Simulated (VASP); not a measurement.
# Ag (R-3m) in VASP: a series of runs

Ag is run at these levels: PBEsol; tasks: single point, relaxation of the atoms.

All numbers are computed with VASP 6.6.1; they aren't measurements. Logs are shortened: lines on timing, memory, paths and dates and some standing lists are left out, and cuts for length are marked.

## Step 1: The cell of the first run

Symmetry: R-3m, No. 166, trigonal system. Conventional cell: a = 2.725 Å, b = 2.725 Å, c = 19.880 Å, α = 90.00°, β = 90.00°, γ = 120.00°. Within 3.6 Å of Ag (site symmetry 3m) lie 12 Ag at 2.71 to 2.72 Å. Ag (site symmetry -3m) has 12 Ag at 2.71 to 2.72 Å within 3.6 Å.

## Step 2: Single point, PBEsol

INCAR reads:

```
ALGO = Normal
EDIFF = 1E-6
ENCUT = 520
GGA = PS
ISIF = 2
ISMEAR = -1
LASPH = T
LCHARG = F
LREAL = F
LWAVE = F
NBANDS = 24
NELM = 80
PREC = Accurate
SIGMA = 0.05
```

KPOINTS reads:

```
k-points
0
Gamma
  10 10 10
```

POSCAR reads:

```
Ag
1.0
    1.3624373029      0.7866035436      6.6267872028
   -1.3624373029      0.7866035436      6.6267872028
    0.0000000000     -1.5732070871      6.6267872028
Ag
3
Direct
    0.2223616211      0.2223616211      0.2223616211
    0.7776383789      0.7776383789      0.7776383789
    0.0000000000      0.0000000000      0.0000000000
```

Potentials or basis: VASP PAW PBE potentials, release 64 (Ag).

On the command line:

```bash
> cat potpaw_PBE.64/Ag/POTCAR > POTCAR
> mpirun -np 1 vasp_std > vasp.out
```

OUTCAR:

```text
EDIFF = 1E-6
   ENCUT = 520
   GGA = PS
   ISIF = 2
   ISMEAR = -1
   LASPH = T
   LREAL = F
   NELM = 80
   PREC = Accurate

 ion  position               nearest neighbor table
   1  0.222  0.222  0.222-   3 2.71   3 2.71   3 2.71   2 2.72   2 2.72   2 2.72
   2  0.778  0.778  0.778-   3 2.71   3 2.71   3 2.71   1 2.72   1 2.72   1 2.72
   3  0.000  0.000  0.000-   2 2.71   1 2.71   2 2.71   2 2.71   1 2.71   1 2.71

  LATTYP: Found a trigonal (rhomboedric) cell.
 ALAT       =     6.8109682990
 COS(alpha) =     0.9199713797

  Lattice vectors:

 A1 = (   1.3624373029,   0.7866035436,   6.6267872028)
 A2 = (  -1.3624373029,   0.7866035436,   6.6267872028)
 A3 = (   0.0000000000,  -1.5732070871,   6.6267872028)

Analysis of symmetry for initial positions (statically):
=====================================================================
 Subroutine PRICEL returns:
 Original cell was already a primitive cell.

 Routine SETGRP: Setting up the symmetry group for a
 trigonal (rhombohedral) supercell.

 Subroutine GETGRP returns: Found 12 space group operations
 (whereof 12 operations were pure point group operations)
 out of a pool of 12 trial point group operations.

The static configuration has the point symmetry D_3d.

Analysis of symmetry for dynamics (positions and initial velocities):
=====================================================================
 Subroutine PRICEL returns:
 Original cell was already a primitive cell.

 Routine SETGRP: Setting up the symmetry group for a
 trigonal (rhombohedral) supercell.

 Subroutine GETGRP returns: Found 12 space group operations
 (whereof 12 operations were pure point group operations)
 out of a pool of 12 trial point group operations.

The dynamic configuration has the point symmetry D_3d.

 Subroutine INISYM returns: Found 12 space group operations
 (whereof 12 operations are pure point group operations),
 and found     1 'primitive' translations

----------------------------------------------------------------------------------------

                                     Primitive cell

  volume of cell :      42.6115

  direct lattice vectors                    reciprocal lattice vectors
     1.362437303  0.786603544  6.626787203     0.366989365  0.211881408  0.050300896
    -1.362437303  0.786603544  6.626787203    -0.366989365  0.211881408  0.050300896
[... 77 lines left out ...]
 SYSTEM =  unknown system
   PREC   = accura    normal or accurate (medium, high low for compatibility)
   ISTART =      0    job   : 0-new  1-cont  2-samecut
   ICHARG =      2    charge: 1-file 2-atom 10-const
   ISPIN  =      1    spin polarized calculation?
   LNONCOLLINEAR =      F non collinear calculations
   LSORBIT =      F    spin-orbit coupling
   LASPH  =      T    aspherical Exc in radial PAW
   ENCUT  =  520.0 eV  38.22 Ry    6.18 a.u.  12.66 12.66 12.66*2*pi/ulx,y,z
   NELM   =     80;   NELMIN=  2; NELMDL= -5     # of ELM steps
   EDIFF  = 0.1E-05   stopping-criterion for ELM
   LREAL  =      F    real-space projection
   EDIFFG = 0.1E-04   stopping-criterion for IOM
   NSW    =      0    number of steps for IOM
   IBRION =     -1    ionic relax: 0-MD 1-quasi-New 2-CG
   NFREE  =      0    steps in history (QN), initial steepest desc. (CG)
   ISIF   =      2    stress and relaxation
   ISYM   =      2    0-nonsym 1-usesym 2-fastsym
   POTIM  = 0.5000    time-step for ionic-motion
   TEBEG  =    0.0;   TEEND  =   0.0 temperature during run
   PSTRESS=    0.0 pullay stress
   NELECT =      33.0000    total number of electrons
   NUPDOWN=      -1.0000    fix difference up-down
   EMIN   =  10.00;   EMAX   =-10.00  energy-range for DOS
   EFERMI =   0.00;   METHOD = LEGACY
   ISMEAR =    -1;   SIGMA  =   0.05  broadening in eV -4-tet -1-fermi 0-gaus
   EFERMI_NEDOS =   21; number of points for ismear=-14 and -15
   IALGO  =     38    algorithm
   IMIX   =      4    mixing-type and parameters
     AMIX     =   0.40;   BMIX     =  1.00
     AMIX_MAG =   1.60;   BMIX_MAG =  1.00
  volume/ion in A,a.u.               =      14.20        95.85
  Fermi-wavevector in a.u.,A,eV,Ry     =   1.503386  2.840988 30.751483  2.260170
  Thomas-Fermi vector in A             =   2.614503
   LORBIT       =      0    0 simple, 1 ext, 2 COOP (PROOUT), +10 PAW based schemes
   GGA     = PS    functional components
   LHFCALC =     F    Hartree Fock is set to
   AEXX    =    0.0000 exact exchange contribution
   IVDW    =     0    specifies the selected vdW correction
   LEPSILON=     F    determine dielectric tensor
   LRPA    =     F    only Hartree local field effects (RPA)
 non-spin polarized calculation
  energy-cutoff  :      520.00
  volume of cell :       42.61
 maximum number of plane-waves:      1162
 NGX is ok and might be reduce to    54
   NGX = 25   NGY = 25   NGZ = 25

 number of electron      33.0000006 magnetization

 Free energy of the ion-electron system (eV)
  ---------------------------------------------------
  ext. energy  EPLUGINS =         0.00000000
  ---------------------------------------------------
  free energy    TOTEN  =        -9.31627081 eV

  energy without entropy =       -9.30817447  energy(sigma->0) =       -9.31222264

 E-fermi :  11.0028     XC(G=0): -13.5363

 val. band max:       10.9499897035   @ k =  -0.4000   0.4000   0.1000
 cond. band min:      11.0114239713   @ k =  -0.3000   0.4000   0.2000
 fundamental gap:      0.0614342678
 Fermi energy:        11.0028118694

 k-point     1 :       0.0000    0.0000    0.0000
  band No.  band energies     occupation
      1       1.7605      2.00000
      2       3.5095      2.00000
      3       3.5241      2.00000
      4       5.4703      2.00000
      5       5.4703      2.00000
      6       5.5414      2.00000
[... 637 lines left out ...]
     23      24.8456      0.00000
     24      25.7005      0.00000

 [... further k-points ...]
[... 5 lines left out ...]
  --------------------------------------------------------------------------------------
  -------------------------------------------------------------------------------------
  Total        7.8377877      7.8377877      7.8341492      0.0000000      0.0000000      0.0000000
  in kB      294.6981307    294.6981306    294.5613224      0.0000000      0.0000000      0.0000000
  external PRESSURE =     294.6525279 kB  Pullay stress =       0.0000000 kB

 VOLUME and BASIS-vectors are now :
 -----------------------------------------------------------------------------
  energy-cutoff  :      520.00
  volume of cell :       42.61
      direct lattice vectors                 reciprocal lattice vectors
     1.362437303  0.786603544  6.626787203     0.366989365  0.211881408  0.050300896
    -1.362437303  0.786603544  6.626787203    -0.366989365  0.211881408  0.050300896
     0.000000000 -1.573207087  6.626787203     0.000000000 -0.423762817  0.050300896

 POSITION                                       TOTAL-FORCE (eV/Angst)
 -----------------------------------------------------------------------------------
      0.00000      0.00000      4.42063         0.000000     -0.000000     -0.000170
      0.00000      0.00000     15.45973         0.000000      0.000000      0.000170
      0.00000      0.00000      0.00000         0.000000     -0.000000      0.000000
 -----------------------------------------------------------------------------------
    total drift:                                0.000000      0.000000     -0.000000

  FREE ENERGIE OF THE ION-ELECTRON SYSTEM (eV)
  ---------------------------------------------------
  free  energy   TOTEN  =        -9.3162708142 eV

  energy  without entropy=       -9.3081744652  energy(sigma->0) =       -9.31222264
```

It took 4.8 min on 1 thread of Intel Xeon 6975P-C (Granite Rapids), shared host; peak memory 0.42 GiB.

What came out:

```
Free energy : -9.3163 eV
Pressure    : 29.5 GPa
```

Caveat: the PAW data sets were made with another functional, which shifts forces and pressure a little.

## Step 3: Single point, PBEsol

This run uses another cell than the first one, of 14.80 Å³/atom, 1.042 times its volume.

INCAR reads:

```
PREC     = Accurate       # precision mode
ENCUT    = 520            # plane-wave cutoff, eV
EDIFF    = 1E-6           # SCF threshold, eV
ISMEAR   = -1             # smearing method
SIGMA    = 0.05           # smearing width, eV
LREAL    = False          # projectors in reciprocal space
LASPH    = True           # aspherical terms in the spheres
NELM     = 100            # most SCF steps
ALGO     = Normal         # electronic algorithm
ISIF     = 2              # what is computed and relaxed
LWAVE    = False          # write WAVECAR
LCHARG   = False          # write CHGCAR
GGA      = PS             # functional
NBANDS   = 24             # bands
```

KPOINTS reads:

```
regular mesh
0
Gamma
  10 10 10
```

POSCAR reads:

```
Ag
1.0
    1.3813982571      0.7975506556      6.7146914856
   -1.3813982571      0.7975506556      6.7146914856
    0.0000000000     -1.5951013111      6.7146914856
Ag
3
Direct
    0.2223565311      0.2223565311      0.2223565311
    0.7776434689      0.7776434689      0.7776434689
    0.0000000000      0.0000000000      0.0000000000
```

Potentials or basis: VASP PAW PBE potentials, release 64 (Ag).

On the command line:

```bash
> cat potpaw_PBE.64/Ag/POTCAR > POTCAR
> mpirun -np 1 vasp_std > vasp.out
```

OUTCAR:

```text
PREC = Accurate
   ENCUT = 520
   EDIFF = 1E-6
   ISMEAR = -1
   LREAL = False
   LASPH = True
   NELM = 100
   ISIF = 2
   GGA = PS

 ion  position               nearest neighbor table
   1  0.222  0.222  0.222-   3 2.75   3 2.75   3 2.75   2 2.75   2 2.75   2 2.75
   2  0.778  0.778  0.778-   3 2.75   3 2.75   3 2.75   1 2.75   1 2.75   1 2.75
   3  0.000  0.000  0.000-   2 2.75   1 2.75   2 2.75   2 2.75   1 2.75   1 2.75

  LATTYP: Found a trigonal (rhomboedric) cell.
 ALAT       =     6.9015527195
 COS(alpha) =     0.9198738670

  Lattice vectors:

 A1 = (   1.3813982571,   0.7975506556,   6.7146914856)
 A2 = (  -1.3813982571,   0.7975506556,   6.7146914856)
 A3 = (   0.0000000000,  -1.5951013111,   6.7146914856)

Analysis of symmetry for initial positions (statically):
=====================================================================
 Subroutine PRICEL returns:
 Original cell was already a primitive cell.

 Routine SETGRP: Setting up the symmetry group for a
 trigonal (rhombohedral) supercell.

 Subroutine GETGRP returns: Found 12 space group operations
 (whereof 12 operations were pure point group operations)
[... 160 lines left out ...]
  ext. energy  EPLUGINS =         0.00000000
  ---------------------------------------------------
  free energy    TOTEN  =        -9.58708844 eV

  energy without entropy =       -9.57841706  energy(sigma->0) =       -9.58275275

 E-fermi :  10.3011     XC(G=0): -13.2790

 val. band max:       10.2874893997   @ k =  -0.3000   0.4000   0.2000
 cond. band min:      10.3289213247   @ k =  -0.4000   0.5000   0.1000
 fundamental gap:      0.0414319250
 Fermi energy:        10.3011323755

 k-point     1 :       0.0000    0.0000    0.0000
  band No.  band energies     occupation
      1       1.4239      2.00000
      2       3.1386      2.00000
      3       3.1539      2.00000
      4       4.9840      2.00000
      5       4.9840      2.00000
      6       5.0543      2.00000
[... 637 lines left out ...]
     23      23.8255      0.00000
     24      24.6747      0.00000

 [... further k-points ...]
[... 5 lines left out ...]
  --------------------------------------------------------------------------------------
  -------------------------------------------------------------------------------------
  Total        5.4212835      5.4212835      5.4185859      0.0000000      0.0000000      0.0000000
  in kB      195.6853011    195.6853011    195.5879294      0.0000000      0.0000000      0.0000000
  external PRESSURE =     195.6528439 kB  Pullay stress =       0.0000000 kB

 VOLUME and BASIS-vectors are now :
 -----------------------------------------------------------------------------
  energy-cutoff  :      520.00
  volume of cell :       44.39
      direct lattice vectors                 reciprocal lattice vectors
     1.381398257  0.797550656  6.714691486     0.361952100  0.208973142  0.049642390
    -1.381398257  0.797550656  6.714691486    -0.361952100  0.208973142  0.049642390
     0.000000000 -1.595101311  6.714691486     0.000000000 -0.417946285  0.049642390

 POSITION                                       TOTAL-FORCE (eV/Angst)
 -----------------------------------------------------------------------------------
      0.00000      0.00000      4.47917        -0.000000     -0.000000     -0.000441
      0.00000      0.00000     15.66491        -0.000000      0.000000      0.000441
      0.00000      0.00000      0.00000         0.000000      0.000000      0.000000
 -----------------------------------------------------------------------------------
    total drift:                               -0.000000     -0.000000      0.000000

  FREE ENERGIE OF THE ION-ELECTRON SYSTEM (eV)
  ---------------------------------------------------
  free  energy   TOTEN  =        -9.5870884427 eV

  energy  without entropy=       -9.5784170598  energy(sigma->0) =       -9.58275275
```

OSZICAR:

```text
N       E                     dE             d eps       ncg     rms          rms(c)
DAV:   1     0.215065108081E+03    0.21507E+03   -0.16715E+04  5584   0.136E+03
DAV:   2    -0.703523184908E+01   -0.22210E+03   -0.20750E+03  5848   0.322E+02
DAV:   3    -0.107413296660E+02   -0.37061E+01   -0.36932E+01  6656   0.486E+01
DAV:   4    -0.107546500858E+02   -0.13320E-01   -0.13319E-01  6384   0.280E+00
DAV:   5    -0.107547728319E+02   -0.12275E-03   -0.12275E-03  6824   0.290E-01    0.142E+01
DAV:   6    -0.965986458765E+01    0.10949E+01   -0.25436E+00  6272   0.156E+01    0.811E+00
DAV:   7    -0.959988674105E+01    0.59978E-01   -0.70353E-02  6768   0.238E+00    0.369E+00
DAV:   8    -0.958709239374E+01    0.12794E-01   -0.65879E-03  6128   0.783E-01    0.289E-01
DAV:   9    -0.958706709775E+01    0.25296E-04   -0.17557E-04  6768   0.273E-01    0.727E-02
DAV:  10    -0.958708225186E+01   -0.15154E-04   -0.94335E-06  6272   0.242E-02    0.142E-02
DAV:  11    -0.958708858691E+01   -0.63350E-05   -0.21960E-06  5776   0.195E-02    0.357E-03
DAV:  12    -0.958708844270E+01    0.14421E-06   -0.41262E-07  3704   0.137E-02
   1 F= -.95870884E+01 E0= -.95827528E+01  d E =-.867138E-02
```

stdout:

```text
POSCAR found type information on POSCAR Ag
 POSCAR found :  1 types and       3 ions
 scaLAPACK will be used
 -----------------------------------------------------------------------------
|                                                                             |
|                                                                             |
|     You enforced a specific xc type in the INCAR file but a different       |
|     I HOPE YOU KNOW WHAT YOU ARE DOING!                                     |
|                                                                             |
 -----------------------------------------------------------------------------

 LDA part: xc-table for (Slater+PW92), standard interpolation
 POSCAR, INCAR and KPOINTS ok, starting setup
 FFT: planning ... GRIDC
 FFT: planning ... GRID_SOFT
 FFT: planning ... GRID
 WAVECAR not read
 entering main loop
```

Run time: 5 min. Hardware: 1 thread of Intel Xeon 6975P-C (Granite Rapids), shared host; peak memory 0.42 GiB.

Results:

```
Free energy : -9.5871 eV
Pressure    : 19.6 GPa
```

Caveat: the PAW data sets were made with another functional, which shifts forces and pressure a little.

## Step 4: Relaxation of the atoms, PBEsol

This run uses another cell than the first one, of 17.33 Å³/atom, 1.220 times its volume.

INCAR reads:

```
SYSTEM = Ag
ALGO     = Normal         ! electronic algorithm
EDIFF    = 1E-6           ! SCF threshold, eV
EDIFFG   = -0.01          ! ionic threshold
ENCUT    = 520            ! plane-wave cutoff, eV
GGA      = PS             ! functional
IBRION   = 2              ! ionic algorithm
ISIF     = 2              ! what is computed and relaxed
ISMEAR   = -1             ! smearing method
LASPH    = .True.         ! aspherical terms in the spheres
LCHARG   = .False.        ! write CHGCAR
LREAL    = .False.        ! projectors in reciprocal space
LWAVE    = .False.        ! write WAVECAR
NELM     = 100            ! most SCF steps
NSW      = 60             ! ionic steps
PREC     = Accurate       ! precision mode
SIGMA    = 0.05           ! smearing width, eV
```

KPOINTS reads:

```
k-points
0
Gamma
  9 9 9
  0 0 0
```

POSCAR reads:

```
Ag
1.0
    1.4730471633      0.8504641763      6.9164640000
   -1.4730471633      0.8504641763      6.9164640000
    0.0000000000     -1.7009283525      6.9164640000
Ag
3
Direct
    0.2222810000      0.2222810000      0.2222810000
    0.7777190000      0.7777190000      0.7777190000
    0.0000000000      0.0000000000      0.0000000000
```

On the command line:

```bash
> cat potpaw_PBE.64/Ag/POTCAR > POTCAR
> mpirun -np 1 vasp_std > vasp.out
```

Wall time 10 min (1 thread of Intel Xeon 8259CL, shared host); peak memory 0.44 GiB.

It converged, with:

```
Free energy                  : -9.8889 eV
Energy gained by relaxing    : 0.0 meV/atom
Ionic steps                  : 2
Pressure after relaxing      : -4.2 GPa
Largest force after relaxing : 0.005 eV/Å
```

Forces in eV/Å, atoms in the order of the input:
```
Ag   0.000  0.000  0.005
Ag   0.000  0.000 -0.005
Ag   0.000  0.000  0.000
```

Stress tensor (GPa, compression positive):
```
-6.22  0.00  0.00
 0.00 -6.22  0.00
 0.00  0.00 -0.15
```

Final structure:
```xyz
3
Lattice="1.4730 0.8505 6.9165 -1.4730 0.8505 6.9165 0.0000 -1.7009 6.9165" Properties=species:S:1:pos:R:3 pbc="T T T"
Ag    0.0000    0.0000    4.6127
Ag    0.0000    0.0000   16.1367
Ag    0.0000   -1.7009    6.9165
```

Levels at points of the mesh, in eV from the Fermi level:
| k point | band 13 | band 14 | band 15 | band 16 | band 17 | band 18 | band 19 | band 20 |
| --- | --- | --- | --- | --- | --- | --- | --- | --- |
| (0.00, 0.00, 0.00) | -3.48 | -3.48 | -3.33 | -3.32 | -3.32 | -3.32 | 8.41 | 8.44 |

Caveat: the PAW data sets were made with another functional, which shifts forces and pressure a little.

## Step 5: Summary

| task | cell | k mesh | gap on the mesh (eV) | pressure (GPa) |
| --- | --- | --- | --- | --- |
| single point | a = 6.811 Å, angles 23.1°, 3 atoms | 10 × 10 × 10 | none | 29.5 |
| single point | a = 6.902 Å, angles 23.1°, 3 atoms | 10 × 10 × 10 | none | 19.6 |
| relaxation of the atoms | atoms relaxed from a = 7.123 Å, angles 23.9°, 3 atoms | 9 × 9 × 9 | none | -4.2 |

Alike in all rows: level PBEsol; potentials or basis VASP PAW PBE potentials, release 64 (Ag); no spin polarisation; cutoff (eV) 520; smearing fermi-dirac 0.05 eV.

Caveats: the PAW data sets were made with another functional, which shifts forces and pressure a little.

Absolute energies hang on the potentials; compare differences alone.
